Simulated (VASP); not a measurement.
Set up this calculation in VASP 6.6.1, as the native input.

| Quantity | Value |
| --- | --- |
| Task | single point |
| Functional | PBE |
| Potentials or basis | VASP PAW PBE potentials, release 64 (Fe, Ni) |
| Cutoff | 600 eV |
| k mesh | 18 × 18 × 18 |
| Occupations | gaussian, width 0.1 eV |
| Spin | collinear spin, ferromagnetic start |
| Starting moments | [3.11, 0.69, 0.72, 0.72] μB |
| Dipole correction | no |
| Further INCAR settings | ALGO = Normal; EDIFF = 1e-06; NBANDS = 31 |

The structure of FeNi3 lies in POSCAR:

```
FeNi3
1.0
   -1.7706420127      1.7706420127      3.5444506828
    1.7706420127     -1.7706420127      3.5444506828
    1.7706420127      1.7706420127     -3.5444506828
Fe Ni
1 3
Direct
    0.0000000000      0.0000000000      0.0000000000
    0.5000000000      0.5000000000      0.0000000000
    0.7500000000      0.2500000000      0.5000000000
    0.2500000000      0.7500000000      0.5000000000
```

These files were run (other wordings do the same):

INCAR

```
SYSTEM = FeNi3
ALGO = Normal
EDIFF = 1E-6
ENCUT = 600
GGA = PE
GGA_COMPAT = .False.
ISIF = 2
ISMEAR = 0
ISPIN = 2
KPAR = 4
LASPH = .True.
LCHARG = .False.
LMAXMIX = 4
LORBIT = 11
LREAL = .False.
LWAVE = .False.
MAGMOM = 3.11 0.69 0.72 0.72
NBANDS = 31
NELM = 200
PREC = Accurate
SIGMA = 0.1
```

KPOINTS

```
k-points
0
Gamma
  18 18 18
  0 0 0
```

Potentials or basis: VASP PAW PBE potentials, release 64 (Fe, Ni).

Launch:

```bash
$ cat potpaw_PBE.64/Fe/POTCAR potpaw_PBE.64/Ni/POTCAR > POTCAR
$ mpirun -np 4 vasp_std > vasp.out
```

It gave:

- Pressure: -0.3 GPa
- Net moment: 4.58 μB per cell
- Site moments: Fe +2.83; Ni +0.58, +0.60 (each value once) μB
- Valence electrons inside the program's atomic spheres: Fe 7.10; Ni 9.34

Run time: 7 min on 4 MPI ranks on AMD EPYC 9R45 96-Core Processor (Zen 5), with other jobs on the host, peak memory 1.1 GiB a rank.
